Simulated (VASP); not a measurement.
# Ru (P6_3/mmc) in VASP: further runs

The runs below take Ru through single point, with PBE.

Everything below comes from runs of VASP 6.6.1. Logs are shortened: lines on timing, memory, paths and dates and some standing lists are left out, and cuts for length are marked.

## 1. The cell of the first run

It takes space group P6_3/mmc (No. 194, hexagonal). Conventional cell: a = 2.706 Å, b = 2.706 Å, c = 4.239 Å, α = 90.00°, β = 90.00°, γ = 120.00°. Ru (site symmetry -6m2) has 12 Ru at 2.63 to 2.71 Å within 3.5 Å.

## 2. Single point, PBE (z stretched by -1 %, then relaxed in part)

The input, INCAR:

```
SYSTEM = Ru
PREC = Accurate
ENCUT = 520
EDIFF = 1E-6
ISMEAR = -1
SIGMA = 0.05
LREAL = .FALSE.
LASPH = .TRUE.
NELM = 100
ALGO = Normal
ISIF = 2
LWAVE = .FALSE.
LCHARG = .FALSE.
GGA = PE
NBANDS = 21
```

The input, KPOINTS:

```
regular mesh
0
G
  20 20 11
  0 0 0
```

The input, POSCAR:

```
Ru
1.0
    2.7058000000      0.0000000000      0.0000000000
   -1.3529000000      2.3432915376      0.0000000000
    0.0000000000      0.0000000000      4.2390810000
Ru
2
Direct
    0.3333333333      0.6666666667      0.2500000000
    0.6666666667      0.3333333333      0.7500000000
```

Potentials or basis: VASP PAW PBE potentials, release 64 (Ru_pv).

Command:

```
$ cat potpaw_PBE.64/Ru_pv/POTCAR > POTCAR
$ mpirun -np 1 vasp_std > vasp.out
```

OUTCAR:

```text
SYSTEM = Ru
   PREC = Accurate
   ENCUT = 520
   EDIFF = 1E-6
   ISMEAR = -1
   LREAL = .FALSE.
   LASPH = .TRUE.
   NELM = 100
   ISIF = 2
   GGA = PE

 ion  position               nearest neighbor table
   1  0.333  0.667  0.250-   2 2.63   2 2.63   2 2.63   2 2.63   2 2.63   2 2.63
   2  0.667  0.333  0.750-   1 2.63   1 2.63   1 2.63   1 2.63   1 2.63   1 2.63

  LATTYP: Found a hexagonal cell.
 ALAT       =     2.7058000000
 C/A-ratio  =     1.5666645724

  Lattice vectors:

 A1 = (   2.7058000000,   0.0000000000,   0.0000000000)
 A2 = (  -1.3529000000,   2.3432915376,   0.0000000000)
 A3 = (   0.0000000000,   0.0000000000,   4.2390810000)

Analysis of symmetry for initial positions (statically):
=====================================================================
 Subroutine PRICEL returns:
 Original cell was already a primitive cell.

 Routine SETGRP: Setting up the symmetry group for a
 hexagonal supercell.

 Subroutine GETGRP returns: Found 24 space group operations
 (whereof 12 operations were pure point group operations)
 out of a pool of 24 trial point group operations.

The static configuration has the point symmetry D_3d.
 The point group associated with its full space group is D_6h.

Analysis of symmetry for dynamics (positions and initial velocities):
=====================================================================
 Subroutine PRICEL returns:
 Original cell was already a primitive cell.

 Routine SETGRP: Setting up the symmetry group for a
 hexagonal supercell.

 Subroutine GETGRP returns: Found 24 space group operations
 (whereof 12 operations were pure point group operations)
 out of a pool of 24 trial point group operations.

The dynamic configuration has the point symmetry D_3d.
 The point group associated with its full space group is D_6h.

 Subroutine INISYM returns: Found 24 space group operations
 (whereof 12 operations are pure point group operations),
 and found     1 'primitive' translations

----------------------------------------------------------------------------------------

                                     Primitive cell

  volume of cell :      26.8778

  direct lattice vectors                    reciprocal lattice vectors
     2.705800000  0.000000000  0.000000000     0.369576465  0.213375072  0.000000000
    -1.352900000  2.343291538  0.000000000     0.000000000  0.426750144  0.000000000
     0.000000000  0.000000000  4.239081000     0.000000000  0.000000000  0.235900187

  length of vectors
     2.705800000  2.705800000  4.239081000     0.426750144  0.426750144  0.235900187

  position of ions in fractional coordinates (direct lattice)
     0.333333333  0.666666667  0.250000000
     0.666666667  0.333333333  0.750000000

  ion indices of the primitive-cell ions
   primitive index   ion index
                 1           1
                 2           2

----------------------------------------------------------------------------------------

 KPOINTS: regular mesh

Automatic generation of k-mesh.
 Grid dimensions read from file:
 generate k-points for:   20   20   11

 Generating k-lattice:

  Cartesian coordinates                     Fractional coordinates (reciprocal lattice)
     0.018478823  0.010668754  0.000000000     0.050000000 -0.000000000  0.000000000
     0.000000000  0.021337507  0.000000000     0.000000000  0.050000000  0.000000000
     0.000000000  0.000000000  0.021445472     0.000000000  0.000000000  0.090909091

  Length of vectors
     0.021337507  0.021337507  0.021445472

  Shift w.r.t. Gamma in fractional coordinates (k-lattice)
     0.000000000  0.000000000  0.000000000

 Subroutine IBZKPT returns following result:
 ===========================================

 Found    264 irreducible k-points:

 Following reciprocal coordinates:
            Coordinates               Weight
  0.000000  0.000000  0.000000      1.000000
  0.050000  0.000000  0.000000      6.000000
  0.100000  0.000000  0.000000      6.000000
  0.150000  0.000000  0.000000      6.000000
  0.200000  0.000000  0.000000      6.000000
  0.250000  0.000000  0.000000      6.000000
[... 16 lines left out ...]
  0.200000  0.100000  0.000000     12.000000
  0.250000  0.100000  0.000000     12.000000
 [... further k-points ...]
   k-points           NKPTS =    264   k-points in BZ     NKDIM =    264   number of bands    NBANDS=     21
   number of dos      NEDOS =    301   number of ions     NIONS =      2
   total plane-waves  NPLWV =  12800
   dimension x,y,z NGX =    20 NGY =   20 NGZ =   32
   dimension x,y,z NGXF=    40 NGYF=   40 NGZF=   64
   ions per type =               2
   NGX,Y,Z   is equivalent  to a cutoff of  12.29, 12.29, 12.55 a.u.
   NGXF,Y,Z  is equivalent  to a cutoff of  24.58, 24.58, 25.10 a.u.
 SYSTEM =  Ru
   PREC   = accura    normal or accurate (medium, high low for compatibility)
   ISTART =      0    job   : 0-new  1-cont  2-samecut
   ICHARG =      2    charge: 1-file 2-atom 10-const
   ISPIN  =      1    spin polarized calculation?
   LNONCOLLINEAR =      F non collinear calculations
   LSORBIT =      F    spin-orbit coupling
   LASPH  =      T    aspherical Exc in radial PAW
   ENCUT  =  520.0 eV  38.22 Ry    6.18 a.u.   5.03  5.03  7.88*2*pi/ulx,y,z
   NELM   =    100;   NELMIN=  2; NELMDL= -5     # of ELM steps
   EDIFF  = 0.1E-05   stopping-criterion for ELM
   LREAL  =      F    real-space projection
   EDIFFG = 0.1E-04   stopping-criterion for IOM
   NSW    =      0    number of steps for IOM
   IBRION =     -1    ionic relax: 0-MD 1-quasi-New 2-CG
   NFREE  =      0    steps in history (QN), initial steepest desc. (CG)
   ISIF   =      2    stress and relaxation
   ISYM   =      2    0-nonsym 1-usesym 2-fastsym
   POTIM  = 0.5000    time-step for ionic-motion
   TEBEG  =    0.0;   TEEND  =   0.0 temperature during run
   PSTRESS=    0.0 pullay stress
   NELECT =      28.0000    total number of electrons
   NUPDOWN=      -1.0000    fix difference up-down
   EMIN   =  10.00;   EMAX   =-10.00  energy-range for DOS
   EFERMI =   0.00;   METHOD = LEGACY
   ISMEAR =    -1;   SIGMA  =   0.05  broadening in eV -4-tet -1-fermi 0-gaus
   EFERMI_NEDOS =   21; number of points for ismear=-14 and -15
   IALGO  =     38    algorithm
   IMIX   =      4    mixing-type and parameters
     AMIX     =   0.40;   BMIX     =  1.00
     AMIX_MAG =   1.60;   BMIX_MAG =  1.00
  volume/ion in A,a.u.               =      13.44        90.69
  Fermi-wavevector in a.u.,A,eV,Ry     =   1.659573  3.136138 37.472912  2.754181
  Thomas-Fermi vector in A             =   2.746958
   LORBIT       =      0    0 simple, 1 ext, 2 COOP (PROOUT), +10 PAW based schemes
   GGA     = PE    functional components
   LHFCALC =     F    Hartree Fock is set to
   AEXX    =    0.0000 exact exchange contribution
   IVDW    =     0    specifies the selected vdW correction
   LEPSILON=     F    determine dielectric tensor
   LRPA    =     F    only Hartree local field effects (RPA)
 non-spin polarized calculation
  energy-cutoff  :      520.00
  volume of cell :       26.88
 maximum number of plane-waves:       739
 NGX is ok and might be reduce to    20
   NGX =  9   NGY =  9   NGZ = 15

 number of electron      28.0000000 magnetization

 Free energy of the ion-electron system (eV)
  ---------------------------------------------------
  ext. energy  EPLUGINS =         0.00000000
  ---------------------------------------------------
  free energy    TOTEN  =       -18.45713168 eV

  energy without entropy =      -18.44389193  energy(sigma->0) =      -18.45051181

 E-fermi :  13.0558     XC(G=0): -14.1832

 val. band max:       13.0538556777   @ k =   0.3000   0.2500   0.2727
 cond. band min:      13.0565272120   @ k =   0.1000   0.0000   0.3636
 fundamental gap:      0.0026715343
 Fermi energy:        13.0557872091

 k-point     1 :       0.0000    0.0000    0.0000
  band No.  band energies     occupation
      1     -30.6748      2.00000
      2     -29.7148      2.00000
      3     -29.7148      2.00000
      4     -29.5299      2.00000
      5     -29.5299      2.00000
      6     -29.4677      2.00000
[... 13 lines left out ...]
     20      23.4297      0.00000
     21      23.6293      0.00000

 k-point     2 :       0.0500    0.0000    0.0000
  band No.  band energies     occupation
      1     -30.6660      2.00000
      2     -29.7331      2.00000
      3     -29.7212      2.00000
      4     -29.5492      2.00000
      5     -29.5323      2.00000
      6     -29.4720      2.00000
[... 13 lines left out ...]
     20      23.4297      0.00000
     21      23.6170      0.00000

 k-point     3 :       0.1000    0.0000    0.0000
  band No.  band energies     occupation
      1     -30.6398      2.00000
      2     -29.7863      2.00000
      3     -29.7394      2.00000
      4     -29.6045      2.00000
      5     -29.5393      2.00000
      6     -29.4850      2.00000
[... 13 lines left out ...]
     20      23.4297      0.00000
     21      23.5784      0.00000

 k-point     4 :       0.1500    0.0000    0.0000
  band No.  band energies     occupation
      1     -30.5975      2.00000
      2     -29.8691      2.00000
      3     -29.7670      2.00000
      4     -29.6895      2.00000
      5     -29.5509      2.00000
      6     -29.5066      2.00000
[... 13 lines left out ...]
     20      23.4297      0.00000
     21      23.5172      0.00000

 k-point     5 :       0.2000    0.0000    0.0000
  band No.  band energies     occupation
      1     -30.5412      2.00000
      2     -29.9736      2.00000
      3     -29.8009      2.00000
      4     -29.7944      2.00000
      5     -29.5662      2.00000
      6     -29.5368      2.00000
[... 13 lines left out ...]
     20      23.4296      0.00000
     21      23.4658      0.00000
[... 382 lines left out ...]
     20      23.4297      0.00000
     21      23.4927      0.00000

 k-point    22 :       0.1500    0.1000    0.0000
  band No.  band energies     occupation
      1     -30.5179      2.00000
      2     -29.9844      2.00000
      3     -29.9050      2.00000
      4     -29.7542      2.00000
      5     -29.5940      2.00000
      6     -29.5499      2.00000
[... 13 lines left out ...]
     20      23.4296      0.00000
     21      23.4606      0.00000

 k-point    23 :       0.2000    0.1000    0.0000
  band No.  band energies     occupation
      1     -30.4519      2.00000
      2     -30.0887      2.00000
      3     -29.9873      2.00000
      4     -29.8126      2.00000
      5     -29.6186      2.00000
      6     -29.5882      2.00000
[... 13 lines left out ...]
     20      23.4296      0.00000
     21      23.4476      0.00000

 k-point    24 :       0.2500    0.1000    0.0000
  band No.  band energies     occupation
      1     -30.3785      2.00000
      2     -30.1974      2.00000
      3     -30.0656      2.00000
      4     -29.8693      2.00000
      5     -29.6420      2.00000
      6     -29.6339      2.00000
[... 13 lines left out ...]
     20      23.4294      0.00000
     21      23.4409      0.00000

 [... further k-points ...]

------------------------ aborting loop because EDIFF is reached ----------------------------------------

  FORCE on cell =-STRESS in cart. coord.  units (eV):
  Direction    XX          YY          ZZ          XY          YZ          ZX
  --------------------------------------------------------------------------------------
  -------------------------------------------------------------------------------------
  Total        1.1490755      1.1490755      1.7526951      0.0000000     -0.0000000      0.0000000
  in kB       68.4960346     68.4960346    104.4776061      0.0000000     -0.0000000      0.0000000
  external PRESSURE =      80.4898917 kB  Pullay stress =       0.0000000 kB

 VOLUME and BASIS-vectors are now :
 -----------------------------------------------------------------------------
  energy-cutoff  :      520.00
  volume of cell :       26.88
      direct lattice vectors                 reciprocal lattice vectors
     2.705800000  0.000000000  0.000000000     0.369576465  0.213375072  0.000000000
    -1.352900000  2.343291538  0.000000000     0.000000000  0.426750144  0.000000000
     0.000000000  0.000000000  4.239081000     0.000000000  0.000000000  0.235900187

 POSITION                                       TOTAL-FORCE (eV/Angst)
 -----------------------------------------------------------------------------------
     -0.00000      1.56219      1.05977         0.000000      0.000000      0.000000
      1.35290      0.78110      3.17931        -0.000000      0.000000      0.000000
 -----------------------------------------------------------------------------------
    total drift:                               -0.000000      0.000000     -0.000000

  FREE ENERGIE OF THE ION-ELECTRON SYSTEM (eV)
  ---------------------------------------------------
  free  energy   TOTEN  =       -18.4571316846 eV

  energy  without entropy=      -18.4438919266  energy(sigma->0) =      -18.45051181
```

Wall time 52 s (1 thread of Intel Xeon 6975P-C (Granite Rapids), shared host); peak memory 0.22 GiB.

What came out:

* Free energy: -18.4571 eV
* Pressure: 8.0 GPa
* Band gap on the k mesh: zero (band 14 reaches 14.62 eV, above the bottom of band 15 at 11.31 eV)

Stress tensor (GPa, compression positive):
```
 6.85  0.00  0.00
 0.00  6.85  0.00
 0.00  0.00 10.45
```

Caveat: the cell differs from its parent crystal (z stretched by -1 %, then relaxed in part).

## 3. Single point, PBE

This run uses another cell than the first one, of 13.57 Å³/atom, 1.010 times its volume.

The input, INCAR:

```
PREC = Accurate
ENCUT = 520
EDIFF = 1E-7
ISMEAR = -1
SIGMA = 0.05
LREAL = F
LASPH = T
NELM = 60
ALGO = Normal
ISIF = 2
LWAVE = F
LCHARG = T
GGA = PE
LELF = T
LVHAR = T
NBANDS = 21
```

The input, KPOINTS:

```
regular mesh
0
Gamma
  20 20 11
```

Changes to POSCAR since step 2:

```diff
@@ -4,3 +4,3 @@
    -1.3529000000      2.3432915376      0.0000000000
-    0.0000000000      0.0000000000      4.2390810000
+    0.0000000000      0.0000000000      4.2819000000
 Ru
```

Potentials or basis: VASP PAW PBE potentials, release 64 (Ru_pv).

Command:

```
$ cat potpaw_PBE.64/Ru_pv/POTCAR > POTCAR
$ mpirun -np 1 vasp_std > vasp.out
```

Wall time 57 s (1 thread of Intel Xeon 6975P-C (Granite Rapids), shared host); peak memory 0.22 GiB.

Results (log left out):

```
Free energy            : -18.4690 eV
Pressure               : 4.4 GPa
Band gap on the k mesh : zero (band 14 reaches 14.45 eV, above the bottom of band 15 at 11.22 eV)
```

Stress tensor (GPa, compression positive):
```
4.95 0.00 0.00
0.00 4.95 0.00
0.00 0.00 3.40
```

Levels at points of the mesh, in eV from the Fermi level:
| k point | band 10 | band 11 | band 12 | band 13 | band 14 | band 15 | band 16 | band 17 | band 18 | band 19 |
| --- | --- | --- | --- | --- | --- | --- | --- | --- | --- | --- |
| (0.00, 0.00, 0.00) | -2.62 | -2.44 | -1.94 | -1.94 | -1.41 | -1.41 | 1.16 | 1.16 | 1.27 | 10.26 |
| (0.50, 0.00, 0.00) | -3.04 | -2.10 | -1.82 | -1.54 | 1.40 | 1.81 | 1.89 | 4.04 | 6.10 | 10.39 |

## 4. Single point, PBE (z stretched by +1 %, then relaxed in part)

The input, INCAR:

```
PREC = Accurate ; ENCUT = 520
EDIFF = 1E-6 ; ISMEAR = -1
SIGMA = 0.05 ; LREAL = F
LASPH = T ; NELM = 60
ALGO = Normal ; ISIF = 2
LWAVE = F ; LCHARG = F
GGA = PE ; NBANDS = 21
```

KPOINTS is that of step 3.

Changes to POSCAR since step 3:

```diff
@@ -4,3 +4,3 @@
    -1.3529000000      2.3432915376      0.0000000000
-    0.0000000000      0.0000000000      4.2819000000
+    0.0000000000      0.0000000000      4.3247190000
 Ru
```

Command:

```
$ cat potpaw_PBE.64/Ru_pv/POTCAR > POTCAR
$ mpirun -np 1 vasp_std > vasp.out
```

It took 49 s on 1 thread of Intel Xeon 6975P-C (Granite Rapids), shared host; peak memory 0.22 GiB.

Results (log left out):

```
Free energy            : -18.4693 eV
Pressure               : 1.1 GPa
Band gap on the k mesh : zero (band 14 reaches 14.29 eV, above the bottom of band 15 at 11.13 eV)
```

Stress tensor (GPa, compression positive):
```
 3.19  0.00  0.00
 0.00  3.19  0.00
 0.00  0.00 -3.08
```

Levels at points of the mesh, in eV from the Fermi level:
```tsv
k point	band 12	band 13	band 14	band 15	band 16	band 17
(0.00, 0.00, 0.00)	-1.92	-1.92	-1.31	-1.31	1.15	1.15
(0.50, 0.00, 0.00)	-1.76	-1.57	1.44	1.82	1.83	4.02
```

Caveat: the cell differs from its parent crystal (z stretched by +1 %, then relaxed in part).

## 5. Overview

| cell | gap on the mesh (eV) | pressure (GPa) |
| --- | --- | --- |
| a = 2.706, b = 2.706, c = 4.239 Å, angles 90.0, 90.0, 120.0°, 2 atoms | none | 8.0 |
| a = 2.706, b = 2.706, c = 4.282 Å, angles 90.0, 90.0, 120.0°, 2 atoms | none | 4.4 |
| a = 2.706, b = 2.706, c = 4.325 Å, angles 90.0, 90.0, 120.0°, 2 atoms | none | 1.1 |

Alike in all rows: task single point; level PBE; potentials or basis VASP PAW PBE potentials, release 64 (Ru_pv); no spin polarisation; k mesh 20 × 20 × 11; cutoff (eV) 520; smearing fermi-dirac 0.05 eV.

Total energies depend on the potentials used, so only differences within one code and one set of settings carry meaning.
